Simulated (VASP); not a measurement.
# C (C2/m) in VASP: notebook

C is run at these levels: PBE; tasks: single point.

All numbers are computed with VASP 6.6.1; they aren't measurements. Logs are shortened: lines on timing, memory, paths and dates and some standing lists are left out, and cuts for length are marked.

### 1 The cell of the first run

Symmetry: C2/m, No. 12, monoclinic system. Conventional cell: a = 4.272 Å, b = 2.467 Å, c = 8.707 Å, α = 90.00°, β = 90.00°, γ = 90.00°. Within 1.9 Å of C (site symmetry m) lie 3 C at 1.42 Å. C (site symmetry m) has 3 C at 1.42 Å within 1.9 Å.

### 2 Single point, PBE (atoms displaced along a vibrational mode)

The input, INCAR:

```
SYSTEM = C
PREC     = Accurate       ! precision mode
ENCUT    = 520            ! plane-wave cutoff, eV
EDIFF    = 1E-6           ! SCF threshold, eV
ISMEAR   = 0              ! smearing method
SIGMA    = 0.15           ! smearing width, eV
LREAL    = .FALSE.        ! projectors in reciprocal space
LASPH    = .TRUE.         ! aspherical terms in the spheres
NELM     = 80             ! most SCF steps
ALGO     = Normal         ! electronic algorithm
ISIF     = 2              ! what is computed and relaxed
LWAVE    = .FALSE.        ! write WAVECAR
LCHARG   = .FALSE.        ! write CHGCAR
GGA      = PE             ! functional
NBANDS   = 16             ! bands
```

The input, KPOINTS:

```
Automatic mesh
0
G
  18 18 6
  0 0 0
```

The input, POSCAR:

```
C
1.0
    1.2332770792     -2.1360444277      0.0000000000
    1.2332770792      2.1360444277      0.0000000000
    0.0000000000      0.0000000000      8.7070252276
C
4
Direct
    0.1632936808      0.8367063192      0.7012644676
    0.5033719135      0.4966280865      0.2987351070
    0.8367063192      0.1632936808      0.2987355324
    0.4966280865      0.5033719135      0.7012648930
```

Potentials or basis: VASP PAW PBE potentials, release 64 (C).

Command:

```
$ cat potpaw_PBE.64/C/POTCAR > POTCAR
$ mpirun -np 1 vasp_std > vasp.out
```

OUTCAR:

```text
SYSTEM = C
   PREC = Accurate
   ENCUT = 520
   EDIFF = 1E-6
   ISMEAR = 0
   LREAL = .FALSE.
   LASPH = .TRUE.
   NELM = 80
   ISIF = 2
   GGA = PE

 ion  position               nearest neighbor table
   1  0.163  0.837  0.701-   4 1.42   4 1.42   4 1.42
   2  0.503  0.497  0.299-   3 1.42   3 1.42   3 1.42
   3  0.837  0.163  0.299-   2 1.42   2 1.42   2 1.42
   4  0.497  0.503  0.701-   1 1.42   1 1.42   1 1.42

  LATTYP: Found a base centered orthorhombic cell.
 ALAT       =     2.4665541584
 B/A-ratio  =     1.7320069137
 C/A-ratio  =     3.5300361024

  Lattice vectors:

 A1 = (   1.2332770792,  -2.1360444277,   0.0000000000)
 A2 = (   1.2332770792,   2.1360444277,   0.0000000000)
 A3 = (   0.0000000000,   0.0000000000,   8.7070252276)

Analysis of symmetry for initial positions (statically):
=====================================================================
 Subroutine PRICEL returns:
 Original cell was already a primitive cell.

 Routine SETGRP: Setting up the symmetry group for a
 base centered orthorhombic supercell.

 Subroutine GETGRP returns: Found  4 space group operations
 (whereof  4 operations were pure point group operations)
 out of a pool of  8 trial point group operations.

The static configuration has the point symmetry C_2h.

Analysis of symmetry for dynamics (positions and initial velocities):
=====================================================================
 Subroutine PRICEL returns:
 Original cell was already a primitive cell.

 Routine SETGRP: Setting up the symmetry group for a
 base centered orthorhombic supercell.

 Subroutine GETGRP returns: Found  4 space group operations
 (whereof  4 operations were pure point group operations)
 out of a pool of  8 trial point group operations.

The dynamic configuration has the point symmetry C_2h.

 Subroutine INISYM returns: Found  4 space group operations
 (whereof  4 operations are pure point group operations),
 and found     1 'primitive' translations

----------------------------------------------------------------------------------------

                                     Primitive cell

  volume of cell :      45.8744

  direct lattice vectors                    reciprocal lattice vectors
     1.233277079 -2.136044428  0.000000000     0.405423897 -0.234077528  0.000000000
     1.233277079  2.136044428  0.000000000     0.405423897  0.234077528  0.000000000
     0.000000000  0.000000000  8.707025228     0.000000000  0.000000000  0.114849788

  length of vectors
     2.466507278  2.466507278  8.707025228     0.468146159  0.468146159  0.114849788

  position of ions in fractional coordinates (direct lattice)
     0.163293681  0.836706319  0.701264468
     0.503371913  0.496628087  0.298735107
     0.836706319  0.163293681  0.298735532
     0.496628087  0.503371913  0.701264893

  ion indices of the primitive-cell ions
   primitive index   ion index
                 1           1
                 2           2
                 3           3
                 4           4

----------------------------------------------------------------------------------------

 KPOINTS: Automatic mesh

Automatic generation of k-mesh.
 Grid dimensions read from file:
 generate k-points for:   18   18    6

 Generating k-lattice:

  Cartesian coordinates                     Fractional coordinates (reciprocal lattice)
     0.022523550 -0.013004307  0.000000000     0.055555556  0.000000000  0.000000000
     0.022523550  0.013004307  0.000000000     0.000000000  0.055555556  0.000000000
     0.000000000  0.000000000  0.019141631     0.000000000  0.000000000  0.166666667

  Length of vectors
     0.026008120  0.026008120  0.019141631

  Shift w.r.t. Gamma in fractional coordinates (k-lattice)
     0.000000000  0.000000000  0.000000000

 Subroutine IBZKPT returns following result:
 ===========================================

 Found    524 irreducible k-points:

 Following reciprocal coordinates:
            Coordinates               Weight
  0.000000  0.000000  0.000000      1.000000
  0.055556  0.000000  0.000000      4.000000
  0.111111  0.000000  0.000000      4.000000
  0.166667  0.000000  0.000000      4.000000
  0.222222  0.000000  0.000000      4.000000
  0.277778  0.000000  0.000000      4.000000
[... 16 lines left out ...]
 -0.277778  0.055556  0.000000      4.000000
 -0.222222  0.055556  0.000000      4.000000
 [... further k-points ...]
   k-points           NKPTS =    524   k-points in BZ     NKDIM =    524   number of bands    NBANDS=     16
   number of dos      NEDOS =    301   number of ions     NIONS =      4
   total plane-waves  NPLWV =  22680
   dimension x,y,z NGX =    18 NGY =   18 NGZ =   70
   dimension x,y,z NGXF=    36 NGYF=   36 NGZF=  140
   ions per type =               4
   NGX,Y,Z   is equivalent  to a cutoff of  12.13, 12.13, 13.37 a.u.
   NGXF,Y,Z  is equivalent  to a cutoff of  24.26, 24.26, 26.73 a.u.
 SYSTEM =  C
   PREC   = accura    normal or accurate (medium, high low for compatibility)
   ISTART =      0    job   : 0-new  1-cont  2-samecut
   ICHARG =      2    charge: 1-file 2-atom 10-const
   ISPIN  =      1    spin polarized calculation?
   LNONCOLLINEAR =      F non collinear calculations
   LSORBIT =      F    spin-orbit coupling
   LASPH  =      T    aspherical Exc in radial PAW
   ENCUT  =  520.0 eV  38.22 Ry    6.18 a.u.   4.59  4.59 16.19*2*pi/ulx,y,z
   NELM   =     80;   NELMIN=  2; NELMDL= -5     # of ELM steps
   EDIFF  = 0.1E-05   stopping-criterion for ELM
   LREAL  =      F    real-space projection
   EDIFFG = 0.1E-04   stopping-criterion for IOM
   NSW    =      0    number of steps for IOM
   IBRION =     -1    ionic relax: 0-MD 1-quasi-New 2-CG
   NFREE  =      0    steps in history (QN), initial steepest desc. (CG)
   ISIF   =      2    stress and relaxation
   ISYM   =      2    0-nonsym 1-usesym 2-fastsym
   POTIM  = 0.5000    time-step for ionic-motion
   TEBEG  =    0.0;   TEEND  =   0.0 temperature during run
   PSTRESS=    0.0 pullay stress
   NELECT =      16.0000    total number of electrons
   NUPDOWN=      -1.0000    fix difference up-down
   EMIN   =  10.00;   EMAX   =-10.00  energy-range for DOS
   EFERMI =   0.00;   METHOD = LEGACY
   ISMEAR =     0;   SIGMA  =   0.15  broadening in eV -4-tet -1-fermi 0-gaus
   EFERMI_NEDOS =   21; number of points for ismear=-14 and -15
   IALGO  =     38    algorithm
   IMIX   =      4    mixing-type and parameters
     AMIX     =   0.40;   BMIX     =  1.00
     AMIX_MAG =   1.60;   BMIX_MAG =  1.00
  volume/ion in A,a.u.               =      11.47        77.39
  Fermi-wavevector in a.u.,A,eV,Ry     =   1.152368  2.177660 18.067889  1.327952
  Thomas-Fermi vector in A             =   2.289020
   LORBIT       =      0    0 simple, 1 ext, 2 COOP (PROOUT), +10 PAW based schemes
   GGA     = PE    functional components
   LHFCALC =     F    Hartree Fock is set to
   AEXX    =    0.0000 exact exchange contribution
   IVDW    =     0    specifies the selected vdW correction
   LEPSILON=     F    determine dielectric tensor
   LRPA    =     F    only Hartree local field effects (RPA)
 non-spin polarized calculation
 Gauss-broadening in eV      SIGMA  =   0.15
  energy-cutoff  :      520.00
  volume of cell :       45.87
 maximum number of plane-waves:      1260
   NGX =  9   NGY =  9   NGZ = 33

 number of electron      15.9999998 magnetization

 Free energy of the ion-electron system (eV)
  ---------------------------------------------------
  ext. energy  EPLUGINS =         0.00000000
  ---------------------------------------------------
  free energy    TOTEN  =       -36.88795808 eV

  energy without entropy =      -36.88686128  energy(sigma->0) =      -36.88740968

 E-fermi :   2.6342     XC(G=0):  -8.5474

 val. band max:        2.6283972197   @ k =   0.3333   0.3333   0.5000
 cond. band min:       2.6399479949   @ k =   0.3333   0.3333   0.0000
 fundamental gap:      0.0115507752
 Fermi energy:         2.6341808957

 k-point     1 :       0.0000    0.0000    0.0000
  band No.  band energies     occupation
      1     -16.9263      2.00000
      2     -16.8180      2.00000
      3      -5.3758      2.00000
      4      -4.5428      2.00000
      5      -0.4019      2.00000
      6      -0.4012      2.00000
[... 8 lines left out ...]
     15      11.2432      0.00000
     16      14.0219      0.00000

 k-point     2 :       0.0556    0.0000    0.0000
  band No.  band energies     occupation
      1     -16.8531      2.00000
      2     -16.7454      2.00000
      3      -5.2876      2.00000
      4      -4.4572      2.00000
      5      -0.7007      2.00000
      6      -0.6921      2.00000
[... 8 lines left out ...]
     15      11.3593      0.00000
     16      13.7636      0.00000

 k-point     3 :       0.1111    0.0000    0.0000
  band No.  band energies     occupation
      1     -16.6339      2.00000
      2     -16.5277      2.00000
      3      -5.0238      2.00000
      4      -4.2014      2.00000
      5      -1.5210      2.00000
      6      -1.5067      2.00000
[... 8 lines left out ...]
     15      12.1591      0.00000
     16      13.0308      0.00000

 k-point     4 :       0.1667    0.0000    0.0000
  band No.  band energies     occupation
      1     -16.2697      2.00000
      2     -16.1661      2.00000
      3      -4.5873      2.00000
      4      -3.7790      2.00000
      5      -2.6984      2.00000
      6      -2.6768      2.00000
[... 8 lines left out ...]
     15      12.1256      0.00000
     16      13.4751      0.00000
[... 324 lines left out ...]
 k-point    22 :      -0.3333    0.0556    0.0000
  band No.  band energies     occupation
      1     -14.6878      2.00000
      2     -14.5951      2.00000
      3      -6.2609      2.00000
      4      -6.2197      2.00000
      5      -3.1607      2.00000
      6      -3.1423      2.00000
[... 8 lines left out ...]
     15      13.9161      0.00000
     16      16.8997      0.00000

 k-point    23 :      -0.2778    0.0556    0.0000
  band No.  band energies     occupation
      1     -15.4024      2.00000
      2     -15.3048      2.00000
      3      -4.8082      2.00000
      4      -4.7757      2.00000
      5      -3.5586      2.00000
      6      -2.7880      2.00000
[... 8 lines left out ...]
     15      13.1018      0.00000
     16      15.4817      0.00000

 k-point    24 :      -0.2222    0.0556    0.0000
  band No.  band energies     occupation
      1     -15.9795      2.00000
      2     -15.8780      2.00000
      3      -4.2412      2.00000
      4      -3.4450      2.00000
      5      -3.4134      2.00000
      6      -3.3897      2.00000
[... 8 lines left out ...]
     15      12.4389      0.00000
     16      13.9674      0.00000

 [... further k-points ...]
[... 5 lines left out ...]
  --------------------------------------------------------------------------------------
  -------------------------------------------------------------------------------------
  Total        0.1286714      0.1313011      0.2010325      0.0000000     -0.0018469      0.0000000
  in kB        4.4938846      4.5857266      7.0211163      0.0000000     -0.0645045      0.0000000
  external PRESSURE =       5.3669092 kB  Pullay stress =       0.0000000 kB

 VOLUME and BASIS-vectors are now :
 -----------------------------------------------------------------------------
  energy-cutoff  :      520.00
  volume of cell :       45.87
      direct lattice vectors                 reciprocal lattice vectors
     1.233277079 -2.136044428  0.000000000     0.405423897 -0.234077528  0.000000000
     1.233277079  2.136044428  0.000000000     0.405423897  0.234077528  0.000000000
     0.000000000  0.000000000  8.707025228     0.000000000  0.000000000  0.114849788

 POSITION                                       TOTAL-FORCE (eV/Angst)
 -----------------------------------------------------------------------------------
      1.23328      1.43844      6.10593         0.000000     -0.000061      0.040093
      1.23328     -0.01441      2.60109         0.000000      0.000164     -0.027922
      1.23328     -1.43844      2.60110         0.000000      0.000061     -0.040093
      1.23328      0.01441      6.10593         0.000000     -0.000164      0.027922
 -----------------------------------------------------------------------------------
    total drift:                               -0.000000     -0.000000     -0.000000

  FREE ENERGIE OF THE ION-ELECTRON SYSTEM (eV)
  ---------------------------------------------------
  free  energy   TOTEN  =       -36.8879580812 eV

  energy  without entropy=      -36.8868612825  energy(sigma->0) =      -36.88740968
```

Wall time 2.1 min (1 thread of Intel Xeon 6975P-C (Granite Rapids), shared host); peak memory 0.37 GiB.

What came out:

```yaml
Free_energy: -36.8880 eV
Pressure: 0.5 GPa
Largest_force: 0.040 eV/Å
```

Forces on the atoms (eV/Å):
```
C    0.000  0.000  0.040
C    0.000  0.000 -0.028
C    0.000  0.000 -0.040
C    0.000  0.000  0.028
```

Stress tensor (GPa, compression positive):
```
 0.45  0.00  0.00
 0.00  0.46 -0.01
 0.00 -0.01  0.70
```

Caveat: the cell differs from its parent crystal (atoms displaced along a vibrational mode); this functional lacks dispersion, which binds the layers, so the pressure and a relaxed spacing across them are unreliable.

### 3 Single point, PBE (atoms displaced along a vibrational mode)

The input, INCAR:

```
PREC = Accurate
ENCUT = 520
EDIFF = 1E-6
ISMEAR = 0
SIGMA = 0.15
LREAL = F
LASPH = T
NELM = 100
ALGO = Normal
ISIF = 2
LWAVE = F
LCHARG = F
GGA = PE
NBANDS = 16
```

The input, KPOINTS:

```
regular mesh
0
Gamma
  18 18 6
```

The input, POSCAR:

```
C
1.0
    1.2332770792     -2.1360444277      0.0000000000
    1.2332770792      2.1360444277      0.0000000000
    0.0000000000      0.0000000000      8.7070252276
C
4
Direct
    0.1832841587      0.8167158413      0.7895379613
    0.4833819495      0.5166180505      0.2104615069
    0.8167158413      0.1832841587      0.2104620387
    0.5166180505      0.4833819495      0.7895384931
```

Potentials or basis: VASP PAW PBE potentials, release 64 (C).

Command:

```
$ cat potpaw_PBE.64/C/POTCAR > POTCAR
$ mpirun -np 1 vasp_std > vasp.out
```

It took 2.2 min on 1 thread of Intel Xeon 6975P-C (Granite Rapids), shared host; peak memory 0.36 GiB.

Results (log left out):

```
Free energy   : -36.8962 eV
Pressure      : 0.4 GPa
Largest force : 0.023 eV/Å
```

Forces in eV/Å, atoms in the order of the input:
```
C    0.000  0.001 -0.023
C    0.000 -0.001  0.016
C    0.000 -0.001  0.023
C    0.000  0.001 -0.016
```

Stress tensor (GPa, compression positive):
```
 0.47  0.00  0.00
 0.00  0.51 -0.02
 0.00 -0.02  0.36
```

Caveat: the cell differs from its parent crystal (atoms displaced along a vibrational mode); this functional lacks dispersion, which binds the layers, so the pressure and a relaxed spacing across them are unreliable.

### 4 Single point, PBE (atoms displaced along a vibrational mode)

The input, INCAR:

```
  ALGO = Normal
  EDIFF = 1E-7
  ENCUT = 520
  GGA = PE
  ISIF = 2
  ISMEAR = 0
  LASPH = True
  LCHARG = False
  LREAL = False
  LWAVE = False
  NBANDS = 16
  NELM = 60
  PREC = Accurate
  SIGMA = 0.15
```

The input, KPOINTS:

```
k-points
0
Gamma
  18 18 6
```

The input, POSCAR:

```
C
1.0
    1.2332770792     -2.1360444277      0.0000000000
    1.2332770792      2.1360444277      0.0000000000
    0.0000000000      0.0000000000      8.7070252276
C
4
Direct
    0.1832839303      0.8167160697      0.7110725863
    0.4833817211      0.5166182789      0.2889268819
    0.8167160697      0.1832839303      0.2889274137
    0.5166182789      0.4833817211      0.7110731181
```

Command:

```
$ cat potpaw_PBE.64/C/POTCAR > POTCAR
$ mpirun -np 1 vasp_std > vasp.out
```

Run time: 11 min. Hardware: 1 thread of Intel Xeon 8259CL, shared host; peak memory 0.37 GiB.

The run converged. Its results:

* Free energy: -36.8966 eV
* Pressure: 0.4 GPa
* Largest force: 0.022 eV/Å

Forces on the atoms (eV/Å):
```
C    0.000  0.001  0.022
C    0.000 -0.001 -0.015
C    0.000 -0.001 -0.022
C    0.000  0.001  0.015
```

Stress tensor (GPa, compression positive):
```
0.48 0.00 0.00
0.00 0.51 0.02
0.00 0.02 0.35
```

Caveat: the cell differs from its parent crystal (atoms displaced along a vibrational mode); this functional lacks dispersion, which binds the layers, so the pressure and a relaxed spacing across them are unreliable.

(Part 1 of 2 ends here.)
